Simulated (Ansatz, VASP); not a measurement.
# Pb: VASP beside Ansatz

```
Pb
1.0
     0.00000    2.51759    2.51759
     2.51759    0.00000    2.51759
     2.51759    2.51759    0.00000
Pb
1
Direct
  0.00000 0.00000 0.00000
```

Alike in both runs: task single point; functional PBE; k mesh 11 × 11 × 11; occupations methfessel-paxton of order 1, width 0.2 eV; no spin polarisation.

|  | VASP | Ansatz |
| --- | --- | --- |
| version | VASP 6.6.1 | Ansatz 0.2.0 |
| potentials or method | VASP PAW PBE potentials, release 64 (Pb_d), cutoff 520 eV | plane waves (420 eV) with PAW, scalar-relativistic |
| valence electrons in the cell | 14 | 14 |

Ansatz gave:

| Quantity | Value |
| --- | --- |
| pressure (GPa) | -0.1 |

Task: Estimate VASP's values.

Result: Pressure (GPa): -0.2.

With one functional, cell and mesh, what is left measures potentials, basis and numerics.

Spin-orbit coupling is off throughout.
